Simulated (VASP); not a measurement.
Runs of VASP 6.6.1 on CuAu. The structure is that of space group P4/mmm (No. 123), or close to it. The cells are those of the table. 

```tsv
task	level	potentials or basis	cell	k mesh	cutoff (eV)	grid for exact exchange (PRECFOCK)	share of exact exchange	screening parameter	gap on the mesh (eV)	pressure (GPa)
relaxation of cell and atoms	r2SCAN	VASP PAW PBE potentials, release 64 (Au, Cu)	relaxed to 30 GPa from a = 2.811, b = 2.811, c = 3.685 Å, 2 atoms	9 × 9 × 7	600	-	-	-	none	30.0
single point	r2SCAN	VASP PAW PBE potentials, release 64 (Au_sv_GW, Cu_sv_GW)	a = 2.792, b = 2.792, c = 3.660 Å, 2 atoms	9 × 9 × 7	900	-	-	-	none	2.7
single point	HSE06	VASP PAW PBE potentials, release 64 (Au, Cu)	a = 2.848, b = 2.848, c = 3.733 Å, 2 atoms	6 × 6 × 4	520	Normal	0.25	0.2079 1/Å	none	-2.6
relaxation of cell and atoms	r2SCAN	VASP PAW PBE potentials, release 64 (Au, Cu)	relaxed to 20 GPa from a = 2.811, b = 2.811, c = 3.685 Å, 2 atoms	9 × 9 × 7	600	-	-	-	none	20.0
single point	PBE0	VASP PAW PBE potentials, release 64 (Au, Cu)	a = 2.753, b = 2.753, c = 3.610 Å, 2 atoms	6 × 6 × 4	520	Normal	0.25	-	none	(a)
```

Alike in all rows: no spin polarisation; smearing fermi-dirac 0.05 eV.

Problem. Estimate the missing entries.

Solution. (a) 14.0.

Caveats: some runs use coarse meshes; the PAW data sets were made with another functional, which shifts forces and pressure a little; spin-orbit coupling is left out, which moves the levels of the heavy elements; the cell is relaxed towards a set pressure, so the run minimises the enthalpy, not the energy (at least some runs).

A k mesh can miss the band edges, and the runs leave out spin-orbit coupling on Au.

A gap of «none» marks levels without a gap at the run's occupations.

The runs don't all hold the same shells in valence.
